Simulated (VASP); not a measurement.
# TiC (Fm-3m) in VASP: further runs

The runs below take TiC through relaxation of cell and atoms, single point, with PBEsol.

All numbers are computed with VASP 6.6.1; they aren't measurements. Logs are shortened: lines on timing, memory, paths and dates and some standing lists are left out, and cuts for length are marked.

## Step 1: The cell of the first run

The structure is cubic, space group Fm-3m (No. 225). The conventional cell has a = 4.328 Å, b = 4.328 Å, c = 4.328 Å, α = 90.00°, β = 90.00°, γ = 90.00°. Ti (site symmetry m-3m) has 6 C at 2.16 Å within 2.9 Å. Within 2.9 Å of C (site symmetry m-3m) lie 6 Ti at 2.16 Å.

## Step 2: Relaxation of cell and atoms, PBEsol

INCAR

```
SYSTEM = TiC
ALGO = Normal ; EDIFF = 1E-6
EDIFFG = -0.005 ; ENCUT = 600
GGA = PS ; IBRION = 2
ISIF = 3 ; ISMEAR = 0
LASPH = .TRUE. ; LCHARG = .FALSE.
LREAL = .FALSE. ; LWAVE = .FALSE.
NELM = 80 ; NSW = 100
PREC = Accurate ; SIGMA = 0.1
```

KPOINTS

```
k-points
0
G
  16 16 16
  0 0 0
```

POSCAR

```
TiC
1.0
    0.0000000000      2.1640000000      2.1640000000
    2.1640000000      0.0000000000      2.1640000000
    2.1640000000      2.1640000000      0.0000000000
Ti C
1 1
Direct
    0.0000000000      0.0000000000      0.0000000000
    0.5000000000      0.5000000000      0.5000000000
```

Potentials or basis: VASP PAW PBE potentials, release 64 (Ti_sv, C).

Launch:

```
$ cat potpaw_PBE.64/Ti_sv/POTCAR potpaw_PBE.64/C/POTCAR > POTCAR
$ mpirun -np 1 vasp_std > vasp.out
```

OUTCAR:

```text
SYSTEM = TiC
   EDIFF = 1E-6
   EDIFFG = -0.005
   ENCUT = 600
   GGA = PS
   IBRION = 2
   ISIF = 3
   ISMEAR = 0
   LASPH = .TRUE.
   LREAL = .FALSE.
   NELM = 80
   NSW = 100
   PREC = Accurate

 ion  position               nearest neighbor table
   1  0.000  0.000  0.000-   2 2.16   2 2.16   2 2.16   2 2.16   2 2.16   2 2.16
   2  0.500  0.500  0.500-   1 2.16   1 2.16   1 2.16   1 2.16   1 2.16   1 2.16

  LATTYP: Found a face centered cubic cell.
 ALAT       =     4.3280000000

  Lattice vectors:

 A1 = (   0.0000000000,   2.1640000000,   2.1640000000)
 A2 = (   2.1640000000,   0.0000000000,   2.1640000000)
 A3 = (   2.1640000000,   2.1640000000,   0.0000000000)

Analysis of symmetry for initial positions (statically):
=====================================================================
 Subroutine PRICEL returns:
 Original cell was already a primitive cell.

 Routine SETGRP: Setting up the symmetry group for a
 face centered cubic supercell.

 Subroutine GETGRP returns: Found 48 space group operations
 (whereof 48 operations were pure point group operations)
 out of a pool of 48 trial point group operations.

The static configuration has the point symmetry O_h .

Analysis of symmetry for dynamics (positions and initial velocities):
=====================================================================
 Subroutine PRICEL returns:
 Original cell was already a primitive cell.

 Routine SETGRP: Setting up the symmetry group for a
 face centered cubic supercell.

 Subroutine GETGRP returns: Found 48 space group operations
 (whereof 48 operations were pure point group operations)
 out of a pool of 48 trial point group operations.

The dynamic configuration has the point symmetry O_h .

 Subroutine INISYM returns: Found 48 space group operations
 (whereof 48 operations are pure point group operations),
 and found     1 'primitive' translations

----------------------------------------------------------------------------------------

                                     Primitive cell

  volume of cell :      20.2676

  direct lattice vectors                    reciprocal lattice vectors
     0.000000000  2.164000000  2.164000000    -0.231053604  0.231053604  0.231053604
     2.164000000  0.000000000  2.164000000     0.231053604 -0.231053604  0.231053604
     2.164000000  2.164000000  0.000000000     0.231053604  0.231053604 -0.231053604

  length of vectors
     3.060358149  3.060358149  3.060358149     0.400196582  0.400196582  0.400196582

  position of ions in fractional coordinates (direct lattice)
     0.000000000  0.000000000  0.000000000
     0.500000000  0.500000000  0.500000000

  ion indices of the primitive-cell ions
   primitive index   ion index
                 1           1
                 2           2

----------------------------------------------------------------------------------------

 KPOINTS: k-points

Automatic generation of k-mesh.
 Grid dimensions read from file:
 generate k-points for:   16   16   16

 Generating k-lattice:

  Cartesian coordinates                     Fractional coordinates (reciprocal lattice)
    -0.014440850  0.014440850  0.014440850     0.062500000  0.000000000  0.000000000
     0.014440850 -0.014440850  0.014440850     0.000000000  0.062500000  0.000000000
     0.014440850  0.014440850 -0.014440850     0.000000000  0.000000000  0.062500000

  Length of vectors
     0.025012286  0.025012286  0.025012286

  Shift w.r.t. Gamma in fractional coordinates (k-lattice)
     0.000000000  0.000000000  0.000000000

 Subroutine IBZKPT returns following result:
 ===========================================

 Found    145 irreducible k-points:

 Following reciprocal coordinates:
            Coordinates               Weight
  0.000000  0.000000  0.000000      1.000000
  0.062500  0.000000  0.000000      8.000000
  0.125000  0.000000  0.000000      8.000000
  0.187500  0.000000  0.000000      8.000000
  0.250000  0.000000  0.000000      8.000000
  0.312500  0.000000  0.000000      8.000000
[... 16 lines left out ...]
 -0.125000  0.062500  0.000000     24.000000
 -0.062500  0.062500  0.000000     12.000000
 [... further k-points ...]
   k-points           NKPTS =    145   k-points in BZ     NKDIM =    145   number of bands    NBANDS=     12
   number of dos      NEDOS =    301   number of ions     NIONS =      2
   total plane-waves  NPLWV =  13824
   dimension x,y,z NGX =    24 NGY =   24 NGZ =   24
   dimension x,y,z NGXF=    48 NGYF=   48 NGZF=   48
   ions per type =               1   1
   NGX,Y,Z   is equivalent  to a cutoff of  13.04, 13.04, 13.04 a.u.
   NGXF,Y,Z  is equivalent  to a cutoff of  26.07, 26.07, 26.07 a.u.
 SYSTEM =  TiC
   PREC   = accura    normal or accurate (medium, high low for compatibility)
   ISTART =      0    job   : 0-new  1-cont  2-samecut
   ICHARG =      2    charge: 1-file 2-atom 10-const
   ISPIN  =      1    spin polarized calculation?
   LNONCOLLINEAR =      F non collinear calculations
   LSORBIT =      F    spin-orbit coupling
   LASPH  =      T    aspherical Exc in radial PAW
   ENCUT  =  600.0 eV  44.10 Ry    6.64 a.u.   6.11  6.11  6.11*2*pi/ulx,y,z
   NELM   =     80;   NELMIN=  2; NELMDL= -5     # of ELM steps
   EDIFF  = 0.1E-05   stopping-criterion for ELM
   LREAL  =      F    real-space projection
   EDIFFG = -.5E-02   stopping-criterion for IOM
   NSW    =    100    number of steps for IOM
   IBRION =      2    ionic relax: 0-MD 1-quasi-New 2-CG
   NFREE  =      1    steps in history (QN), initial steepest desc. (CG)
   ISIF   =      3    stress and relaxation
   ISYM   =      2    0-nonsym 1-usesym 2-fastsym
   POTIM  = 0.5000    time-step for ionic-motion
   TEBEG  =    0.0;   TEEND  =   0.0 temperature during run
   PSTRESS=    0.0 pullay stress
   NELECT =      16.0000    total number of electrons
   NUPDOWN=      -1.0000    fix difference up-down
   EMIN   =  10.00;   EMAX   =-10.00  energy-range for DOS
   EFERMI =   0.00;   METHOD = LEGACY
   ISMEAR =     0;   SIGMA  =   0.10  broadening in eV -4-tet -1-fermi 0-gaus
   EFERMI_NEDOS =   21; number of points for ismear=-14 and -15
   IALGO  =     38    algorithm
   IMIX   =      4    mixing-type and parameters
     AMIX     =   0.40;   BMIX     =  1.00
     AMIX_MAG =   1.60;   BMIX_MAG =  1.00
  volume/ion in A,a.u.               =      10.13        68.39
  Fermi-wavevector in a.u.,A,eV,Ry     =   1.513030  2.859212 31.147275  2.289260
  Thomas-Fermi vector in A             =   2.622876
   LORBIT       =      0    0 simple, 1 ext, 2 COOP (PROOUT), +10 PAW based schemes
   GGA     = PS    functional components
   LHFCALC =     F    Hartree Fock is set to
   AEXX    =    0.0000 exact exchange contribution
   IVDW    =     0    specifies the selected vdW correction
   LEPSILON=     F    determine dielectric tensor
   LRPA    =     F    only Hartree local field effects (RPA)
 conjugate gradient relaxation of ions
 non-spin polarized calculation
 Gauss-broadening in eV      SIGMA  =   0.10
  energy-cutoff  :      600.00
  volume of cell :       20.27
 maximum number of plane-waves:       692
   NGX = 13   NGY = 13   NGZ = 13

--------------------------------------- Ionic step        1  -------------------------------------------

 number of electron      16.0000001 magnetization

 Free energy of the ion-electron system (eV)
  ---------------------------------------------------
  ext. energy  EPLUGINS =         0.00000000
  ---------------------------------------------------
  free energy    TOTEN  =       -19.79437088 eV

  energy without entropy =      -19.79236905  energy(sigma->0) =      -19.79336997

------------------------ aborting loop because EDIFF is reached ----------------------------------------

  FORCE on cell =-STRESS in cart. coord.  units (eV):
  Direction    XX          YY          ZZ          XY          YZ          ZX
  --------------------------------------------------------------------------------------
  -------------------------------------------------------------------------------------
  Total       -0.7568337     -0.7568337     -0.7568337     -0.0000000      0.0000000     -0.0000000
  in kB      -59.8286628    -59.8286628    -59.8286628     -0.0000000      0.0000000     -0.0000000
  external PRESSURE =     -59.8286628 kB  Pullay stress =       0.0000000 kB
[... 57 lines left out ...]
  energy  without entropy=      -19.7847942810  energy(sigma->0) =      -19.78572494

--------------------------------------- Ionic step        3  -------------------------------------------

 number of electron      16.0000003 magnetization

 Free energy of the ion-electron system (eV)
  ---------------------------------------------------
  ext. energy  EPLUGINS =         0.00000000
  ---------------------------------------------------
  free energy    TOTEN  =       -19.80339215 eV

  energy without entropy =      -19.80144200  energy(sigma->0) =      -19.80241707

 E-fermi :   9.5957     XC(G=0): -12.9944

 val. band max:        9.5855388057   @ k =   0.1250   0.1250   0.0000
 cond. band min:       9.5973131757   @ k =   0.1250   0.0625   0.0000
 fundamental gap:      0.0117743700
 Fermi energy:         9.5957217209

 k-point     1 :       0.0000    0.0000    0.0000
  band No.  band energies     occupation
      1     -46.6474      2.00000
      2     -22.7601      2.00000
      3     -22.7601      2.00000
      4     -22.7601      2.00000
      5      -2.8807      2.00000
      6      10.2796      0.00000
      7      10.2796      0.00000
      8      10.2796      0.00000
      9      11.3437      0.00000
     10      11.3437      0.00000
     11      11.3437      0.00000
     12      11.3886      0.00000
[... 331 lines left out ...]
 k-point    24 :      -0.0625    0.0625    0.0000
  band No.  band energies     occupation
      1     -46.6391      2.00000
      2     -22.8128      2.00000
      3     -22.7747      2.00000
      4     -22.7614      2.00000
      5      -2.6383      2.00000
      6       9.3763      1.99808
      7       9.5488      1.49284
      8       9.5821      1.15289
      9      10.3955      0.00000
     10      11.0197      0.00000
     11      11.9418      0.00000
     12      12.5370      0.00000

 [... further k-points ...]

------------------------ aborting loop because EDIFF is reached ----------------------------------------

  FORCE on cell =-STRESS in cart. coord.  units (eV):
  Direction    XX          YY          ZZ          XY          YZ          ZX
  --------------------------------------------------------------------------------------
  -------------------------------------------------------------------------------------
  Total       -0.0040356     -0.0040356     -0.0040356      0.0000000     -0.0000000     -0.0000000
  in kB       -0.3265858     -0.3265858     -0.3265858      0.0000000     -0.0000000     -0.0000000
  external PRESSURE =      -0.3265858 kB  Pullay stress =       0.0000000 kB
[... 17 lines left out ...]
  FREE ENERGIE OF THE ION-ELECTRON SYSTEM (eV)
  ---------------------------------------------------
  free  energy   TOTEN  =       -19.8033921525 eV

  energy  without entropy=      -19.8014419953  energy(sigma->0) =      -19.80241707

 reached required accuracy - stopping structural energy minimisation
```

Wall time 28 s (1 thread of Intel Xeon 6975P-C (Granite Rapids), shared host); peak memory 0.18 GiB.

Results:

- Free energy: -19.8034 eV
- Relaxed volume: 9.90 Å³/atom
- Relaxed cell: a = 3.037 Å, b = 3.037 Å, c = 3.037 Å, α = 60.00°, β = 60.00°, γ = 60.00°
- Space group after relaxing (to 0.05 Å): Fm-3m (No. 225)
- Energy gained by relaxing: 4.5 meV/atom
- Ionic steps: 3
- Pressure after relaxing: 0.0 GPa
- Band gap on the k mesh: zero (band 8 reaches 10.28 eV, above the bottom of band 9 at 9.19 eV)

The path:
```
step  energy change (eV)  largest force (eV/Å)  pressure (GPa)  volume (Å³)
   1              0.0000                0.0000           -5.98        20.27
   2              0.0077                0.0000            8.91        19.18
   3             -0.0090                0.0000           -0.03        19.80
```

Final structure:
```
Ti C
1.0
     0.00000    2.14716    2.14716
     2.14716    0.00000    2.14716
     2.14716    2.14716    0.00000
Ti C
1 1
Direct
  0.00000 0.00000 0.00000
  0.50000 0.50000 0.50000
```

Caveat: the PAW data sets were made with another functional, which shifts forces and pressure a little.

## Step 3: Single point, PBEsol

This run uses another cell than the first one, of 9.89 Å³/atom, 0.976 times its volume.

INCAR

```
SYSTEM = TiC
PREC = Accurate
ENCUT = 520
EDIFF = 1E-7
ISMEAR = 0
SIGMA = 0.1
LREAL = .FALSE.
LASPH = .TRUE.
NELM = 100
ALGO = Normal
ISIF = 2
LWAVE = .FALSE.
LCHARG = .TRUE.
GGA = PS
LELF = .TRUE.
LVHAR = .TRUE.
NBANDS = 15
```

KPOINTS

```
Automatic mesh
0
G
  16 16 16
  0 0 0
```

POSCAR

```
TiC
1.0
    0.0000000000     -2.1466854816     -2.1466854816
    2.1466854816      0.0000000000     -2.1466854816
    2.1466854816     -2.1466854816      0.0000000000
Ti C
1 1
Direct
    0.0000000000      0.0000000000      0.0000000000
    0.5000000000      0.5000000000      0.5000000000
```

Potentials or basis: VASP PAW PBE potentials, release 64 (Ti_sv, C).

Launch:

```
$ cat potpaw_PBE.64/Ti_sv/POTCAR potpaw_PBE.64/C/POTCAR > POTCAR
$ mpirun -np 1 vasp_std > vasp.out
```

It took 15 s on 1 thread of Intel Xeon 6975P-C (Granite Rapids), shared host; peak memory 0.17 GiB.

Results (log left out):

* Free energy: -19.8024 eV
* Pressure: 0.2 GPa
* Band gap on the k mesh: zero (band 8 reaches 10.29 eV, above the bottom of band 9 at 9.20 eV)

Levels at points of the mesh, in eV from the Fermi level:
```tsv
k point	band 4	band 5	band 6	band 7	band 8	band 9	band 10	band 11	band 12	band 13
(0.00, 0.00, 0.00)	-32.35	-12.48	0.68	0.68	0.68	1.75	1.75	1.75	1.79	1.79
(0.50, 0.00, 0.00)	-32.41	-8.83	-5.99	-2.97	-2.97	3.04	3.04	4.27	8.32	8.49
(0.50, 0.50, 0.00)	-32.54	-10.15	-3.45	-1.74	0.01	0.01	2.85	3.67	3.67	6.13
```

Caveat: the PAW data sets were made with another functional, which shifts forces and pressure a little.

(Continued in part 2 of 2.)
